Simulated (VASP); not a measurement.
Runs of VASP 6.6.1 on W. The structure is that of space group Im-3m (No. 229), or close to it. The cells are those of the table. 

```tsv
task	cell	k mesh	cutoff (eV)	gap on the mesh (eV)	pressure (GPa)	relaxed volume (Å³/atom)
relaxation of cell and atoms	relaxed from a = 2.733 Å, angles 109.5°, 1 atom	18 × 18 × 18	600	none	0.0	15.73
single point	a = 2.732 Å, angles 109.5°, 1 atom	18 × 18 × 18	520	none	0.6	-
single point	a = 2.733 Å, angles 109.5°, 1 atom	8 × 8 × 8	500	none	0.6	-
single point	a = 2.681 Å, angles 109.5°, 1 atom	8 × 8 × 8	520	none	(a)	-
relaxation of cell and atoms	relaxed from a = 2.681 Å, angles 109.5°, 1 atom	8 × 8 × 8	500	none	-0.2	15.75
```

Alike in all rows: level PBEsol; potentials or basis VASP PAW PBE potentials, release 64 (W_sv); no spin polarisation; smearing gaussian 0.1 eV.

Problem. Estimate the missing entries.

Solution. (a) 22.5.

Caveats: the PAW data sets were made with another functional, which shifts forces and pressure a little; spin-orbit coupling is left out, which moves the levels of the heavy elements.

A k mesh can miss the band edges, and the runs leave out spin-orbit coupling on W.

A gap of «none» marks levels without a gap at the run's occupations.
